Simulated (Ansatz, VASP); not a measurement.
Two plane-wave programs on ZnSe

```
Zn Se
1.0
     0.00000    2.86644    2.86644
     2.86644    0.00000    2.86644
     2.86644    2.86644    0.00000
Zn Se
1 1
Direct
  0.00000 0.00000 0.00000
  0.25000 0.25000 0.25000
```

Alike in both runs: task single point; functional PBE0; k mesh 6 × 6 × 6; no spin polarisation.

```csv
,VASP,Ansatz
version,VASP 6.6.1,Ansatz 0.2.0
potentials or method,"VASP PAW PBE potentials, release 64 (Zn, Se), cutoff 520 eV","scalar-relativistic, plane waves, PAW"
occupations,"gaussian, width 0.01 eV",fixed
valence electrons in the cell,18,28
```

|  | VASP | Ansatz | Ansatz less VASP |
| --- | --- | --- | --- |
| gap on the k mesh at the Fermi level (eV) | 2.89 | 2.88 | -0.015 |
| least direct gap on the mesh (eV) | 2.89 | 2.88 | -0.015 |
| pressure (GPa) | -1.2 | -1.2 | +0.05 |

VASP's potentials hold 18 valence electrons a cell and Ansatz's 28, so a difference there can come from the potentials and not from the codes. Ansatz's warnings: stress exchange threshold loose, stress scf threshold loose.
